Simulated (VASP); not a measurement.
# Ta6N5 (a cell with a defect) in VASP: notebook, part 2 of 2

VASP 6.6.1. The steps go on from the part before.

### Step 4. Single point, PBEsol

The input, INCAR:

```
PREC = Accurate
ENCUT = 520
EDIFF = 1E-6
ISMEAR = -1
SIGMA = 0.5
LREAL = F
LASPH = T
NELM = 60
ALGO = Normal
ISIF = 2
LWAVE = F
LCHARG = F
GGA = PS
NBANDS = 56
```

The input, KPOINTS:

```
regular mesh
0
Gamma
  4 4 3
```

The input, POSCAR:

```
Ta6N5
1.0
    5.1873401000     -0.0000000300      0.0000000000
   -2.5936700200      4.4923683200      0.0000000000
    0.0000000000      0.0000000000      5.8095353900
Ta N
6 5
Direct
   -0.0022644490     -0.0154350657     -0.0018545373
    0.3063110133      0.6565559186      0.2442906196
    0.6484994742      0.3260242516      0.2471677860
    0.0340746914      0.0250787542      0.4991302755
    0.3094700043      0.6580344261      0.7520408616
    0.6493652661      0.3262664401      0.7510378554
    0.3924479009     -0.0126084916     -0.0011904566
    0.5963999895      0.5973626441     -0.0007546214
   -0.0212259950      0.3644235919     -0.0017133900
    0.6086075730     -0.2732716675      0.4961403635
   -0.0196973085      0.4024476335      0.4991739968
```

Potentials or basis: VASP PAW PBE potentials, release 64 (Ta_pv, N).

Started as:

```console
$ cat potpaw_PBE.64/Ta_pv/POTCAR potpaw_PBE.64/N/POTCAR > POTCAR
$ mpirun -np 1 vasp_std > vasp.out
```

OUTCAR:

```text
PREC = Accurate
   ENCUT = 520
   EDIFF = 1E-6
   ISMEAR = -1
   LREAL = F
   LASPH = T
   NELM = 60
   ISIF = 2
   GGA = PS

 ion  position               nearest neighbor table
   1  0.998  0.985  0.998-   9 2.02   7 2.04   8 2.05   4 2.91   4 2.92   2 3.20   5 3.20   6 3.26
                             3 3.26   6 3.29   3 3.29   2 3.34   5 3.35   5 3.41   6 3.42   2 3.42
   2  0.306  0.657  0.244-  10 2.04   7 2.10  11 2.14   9 2.16   8 2.20   5 2.86   5 2.95   3 2.96
                             3 3.01   3 3.02   1 3.20   4 3.21   4 3.25   1 3.34   1 3.42   4 3.59
   3  0.648  0.326  0.247-   8 2.12  11 2.14   7 2.14   9 2.17  10 2.62   6 2.88   6 2.93   2 2.96
                             2 3.01   2 3.02   4 3.12   1 3.26   1 3.29   4 3.42   1 3.42   4 3.47
   4  0.034  0.025  0.499-  10 1.96  11 2.11   1 2.91   1 2.92   3 3.12   6 3.13   5 3.21   2 3.21
                             2 3.25   5 3.25   6 3.42   3 3.42   6 3.47   3 3.47   5 3.57   2 3.59
   5  0.309  0.658  0.752-  10 2.05   7 2.10  11 2.14   9 2.17   8 2.20   2 2.86   2 2.95   6 2.97
                             6 3.00   6 3.02   1 3.20   4 3.21   4 3.25   1 3.35   1 3.41   4 3.57
   6  0.649  0.326  0.751-   8 2.13  11 2.14   7 2.14   9 2.16  10 2.64   3 2.88   3 2.93   5 2.97
[... 1634 lines left out ...]
------------------------ aborting loop because EDIFF is reached ----------------------------------------

  FORCE on cell =-STRESS in cart. coord.  units (eV):
  Direction    XX          YY          ZZ          XY          YZ          ZX
  --------------------------------------------------------------------------------------
  -------------------------------------------------------------------------------------
  Total       -1.5360703     -2.6471595      6.4261784      1.8425310      0.1020097      0.1908129
  in kB      -18.1785897    -31.3277502     76.0504661     21.8053922      1.2072315      2.2581710
  external PRESSURE =       8.8480421 kB  Pullay stress =       0.0000000 kB

 VOLUME and BASIS-vectors are now :
 -----------------------------------------------------------------------------
  energy-cutoff  :      520.00
  volume of cell :      135.38
      direct lattice vectors                 reciprocal lattice vectors
     5.187340100 -0.000000030  0.000000000     0.192777027  0.111299867  0.000000000
    -2.593670020  4.492368320  0.000000000     0.000000001  0.222599736  0.000000000
     0.000000000  0.000000000  5.809535390     0.000000000  0.000000000  0.172130804

 POSITION                                       TOTAL-FORCE (eV/Angst)
 -----------------------------------------------------------------------------------
      2.62196      4.42303      5.79876        -0.189548      0.262028      0.007708
     -0.11395      2.94949      1.41922        -0.158133      0.407189      0.012027
      2.51839      1.46462      1.43593        -0.231950      0.502316      0.058041
      0.11171      0.11266      2.89971        -0.153440      0.011375     -0.013063
     -0.10140      2.95613      4.36901        -0.222470      0.369929     -0.004059
      2.52225      1.46571      4.36318        -0.212951      0.454105     -0.080320
     -0.52521      4.43573      5.80262        -0.201994      0.337738     -0.002357
      1.54437      2.68357      5.80515        -0.169367      0.306644     -0.033331
      4.13204      1.63712      5.79958        -0.060023      0.356503      0.006671
      1.27216      3.26473      2.88235         1.579613     -2.749505      0.070316
      4.04135      1.80794      2.89997         0.020262     -0.258322     -0.021632
 -----------------------------------------------------------------------------------
    total drift:                               -0.000173     -0.000053     -0.000324

  FREE ENERGIE OF THE ION-ELECTRON SYSTEM (eV)
  ---------------------------------------------------
  free  energy   TOTEN  =      -130.5389458049 eV

  energy  without entropy=     -127.0401647829  energy(sigma->0) =     -128.78955529
```

stdout:

```text
POSCAR found type information on POSCAR TaN
 POSCAR found :  2 types and      11 ions
 scaLAPACK will be used
 -----------------------------------------------------------------------------
|                                                                             |
|                                                                             |
|     You enforced a specific xc type in the INCAR file but a different       |
|     I HOPE YOU KNOW WHAT YOU ARE DOING!                                     |
|                                                                             |
 -----------------------------------------------------------------------------

 LDA part: xc-table for (Slater+PW92), standard interpolation
 POSCAR, INCAR and KPOINTS ok, starting setup
 FFT: planning ... GRIDC
 FFT: planning ... GRID_SOFT
 FFT: planning ... GRID
 WAVECAR not read
 entering main loop
```

Run time: 5.6 min. Hardware: 1 thread of Intel Xeon Platinum 8375C at 2.90GHz (Ice Lake), shared host; peak memory 0.34 GiB.

What came out:

| Quantity | Value |
| --- | --- |
| Free energy | -130.5389 eV |
| Pressure | 0.9 GPa |
| Largest force | 3.172 eV/Å |
| Band gap on the k mesh | zero (an odd number of electrons rules out a gap without spin polarisation) |

Forces in eV/Å, atoms in the order of the input:
```
Ta  -0.190  0.262  0.008
Ta  -0.158  0.407  0.012
Ta  -0.232  0.502  0.058
Ta  -0.153  0.011 -0.013
Ta  -0.222  0.370 -0.004
Ta  -0.213  0.454 -0.080
N   -0.202  0.338 -0.002
N   -0.169  0.307 -0.033
N   -0.060  0.357  0.007
N    1.580 -2.750  0.070
N    0.020 -0.258 -0.022
```

Levels at points of the mesh, in eV from the Fermi level:
```tsv
k point	band 41	band 42	band 43	band 44	band 45	band 46	band 47	band 48	band 49	band 50
(0.00, 0.00, 0.00)	-2.50	-1.80	-1.65	-1.08	0.21	0.67	1.08	1.11	1.22	1.67
(0.50, 0.00, 0.00)	-2.69	-2.32	-1.60	-1.55	-0.48	-0.07	0.96	1.04	1.05	1.75
(0.00, 0.50, 0.00)	-2.35	-1.99	-1.43	-1.16	-0.69	0.10	0.54	1.22	1.69	1.84
(0.50, 0.50, 0.00)	-2.59	-2.22	-1.63	-1.57	-0.75	0.35	0.70	1.11	1.61	1.87
```

Caveat: the k points lie up to 0.36 Å⁻¹ apart, too coarse for converged energies and pressures of a metal; so wide a smearing shifts energies and pressures; the PAW data sets were made with another functional, which shifts forces and pressure a little; spin-orbit coupling is left out, which moves the levels of the heavy elements; an odd number of electrons without spin polarisation forces a metal; a magnetic or distorted state may lie lower.

### Step 5. Summary

| cell | gap on the mesh (eV) | pressure (GPa) | largest force (eV/Å) |
| --- | --- | --- | --- |
| as given, atomic positions A | none | -0.4 | 1.60 |
| as given, atomic positions B | none | 4.5 | 0.09 |
| as given, atomic positions C | none | 0.9 | 3.17 |

Alike in all rows: task single point; level PBEsol; potentials or basis VASP PAW PBE potentials, release 64 (Ta_pv, N); no spin polarisation; k mesh 4 × 4 × 3; cutoff (eV) 520; smearing fermi-dirac 0.5 eV.

Caveats: all runs use coarse meshes; so wide a smearing shifts energies and pressures; the PAW data sets were made with another functional, which shifts forces and pressure a little; spin-orbit coupling is left out, which moves the levels of the heavy elements; an odd number of electrons without spin polarisation forces a metal; a magnetic or distorted state may lie lower.

Absolute energies hang on the potentials; compare differences alone.
